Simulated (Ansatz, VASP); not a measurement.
Two plane-wave programs on VMo2Se4

File INCAR:

```
PREC     = Accurate       # precision mode
ENCUT    = 520            # plane-wave cutoff, eV
EDIFF    = 1E-6           # SCF threshold, eV
ISMEAR   = -1             # smearing method
SIGMA    = 0.0674         # smearing width, eV
LREAL    = False          # projectors in reciprocal space
LASPH    = True           # aspherical terms in the spheres
NELM     = 60             # most SCF steps
ALGO     = Normal         # electronic algorithm
ISIF     = 2              # what is computed and relaxed
LWAVE    = False          # write WAVECAR
LCHARG   = False          # write CHGCAR
GGA      = PE             # functional
NBANDS   = 42             # bands
```

File KPOINTS:

```
regular mesh
0
Gamma
  6 3 6
```

POSCAR

```
VMo2Se4
1.0
    0.0000000000      3.4092270000      0.0000000000
    6.2674570000      0.0000000000      0.0000000000
   -2.8216410000      1.7046130000     -6.1394320000
Se V Mo
4 1 2
Direct
    0.3675000000      0.9726000000      0.2650000000
    0.6325000000      0.0274000000      0.7350000000
    0.8938000000      0.4493000000      0.2124000000
    0.1062000000      0.5507000000      0.7876000000
    0.0000000000      0.0000000000      0.0000000000
    0.2561000000      0.6904000000      0.4878000000
    0.7439000000      0.3096000000      0.5122000000
```

Input for Ansatz:

```yaml
crystal:
  lattice:
    - [0.0, 3.409227, 0.0]
    - [6.267457, 0.0, 0.0]
    - [-2.821641, 1.704613, -6.139432]
  atoms:
    - { symbol: Se, position: [0.3675, 0.9726, 0.265] }
    - { symbol: Se, position: [0.6325, 0.0274, 0.735] }
    - { symbol: V, position: [0.0, 0.0, 0.0] }
    - { symbol: Se, position: [0.8938, 0.4493, 0.2124] }
    - { symbol: Se, position: [0.1062, 0.5507, 0.7876] }
    - { symbol: Mo, position: [0.2561, 0.6904, 0.4878] }
    - { symbol: Mo, position: [0.7439, 0.3096, 0.5122] }
  symmetry: { tolerance: 0.0003 }
kpoints:
  mp_grid: { grid: [6, 3, 6], shift: [0, 0, 0] }
magnetization:
  spin_polarized: false
scf:
  occupations: { method: fermi_dirac, width: 0.0674 }
hamiltonian:
  pseudopotentials: { kind: paw }
  xc: pbe
basis:
  ecutwfc: 420
output:
  forces: true
  stress: true
  eigenvalues: true
```

Alike in both runs: task single point; functional PBE; k mesh 6 × 3 × 6; occupations fermi-dirac, width 0.0674 eV; no spin polarisation.

|  | VASP | Ansatz |
| --- | --- | --- |
| version | VASP 6.6.1 | Ansatz 0.2.0 |
| potentials or method | VASP PAW PBE potentials, release 64 (Se, V_sv, Mo_sv), cutoff 520 eV | PAW plane waves |
| valence electrons in the cell | 65 | 105 |

Ansatz gave:

| Quantity | Value |
| --- | --- |
| gap on the k mesh at the Fermi level (eV) | none |
| pressure (GPa) | -2.3 |
| rms of the force components (eV/Å) | 0.349 |

Problem. Which values does VASP return?

Solution. gap on the k mesh at the Fermi level (eV): none; pressure (GPa): -2.1; rms of the force components (eV/Å): 0.348.

A gap of «none» marks a metal or a gap that the smearing closes. VASP's potentials hold 65 valence electrons a cell and Ansatz's 105, so a difference there can come from the potentials and not from the codes.

The k mesh is coarse, so the values compare programs but aren't converged.
